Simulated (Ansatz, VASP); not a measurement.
Ti in VASP and in Ansatz

```xyz
2
Lattice="2.9500 0.0000 0.0000 -1.4750 2.5548 0.0000 0.0000 0.0000 4.6800" Properties=species:S:1:pos:R:3 pbc="T T T"
Ti    1.4750    0.8516    3.5100
Ti    0.0000    1.7032    1.1700
```

Alike in both runs: task relaxation of cell and atoms; functional BLYP; dispersion D3(BJ); k mesh 10 × 10 × 6; occupations fermi-dirac, width 0.05 eV; no spin polarisation.

```csv
,VASP,Ansatz
version,VASP 6.6.1,Ansatz 0.2.0
potentials or method,"VASP PAW PBE potentials, release 64 (Ti_sv), cutoff 600 eV","all-electron LAPW, scalar-relativistic"
```

VASP gave:

* relaxed volume (Å³/atom): 15.59
* relaxed cell length with the largest relative difference (Å): 2.833

Problem. What did Ansatz give for the same quantities?

Solution. Relaxed volume (Å³/atom): 15.63; relaxed cell length with the largest relative difference (Å): 2.835.

VASP's potentials were made for PBE, not for BLYP. Ansatz ran all-electron here, and VASP with PAW potentials.
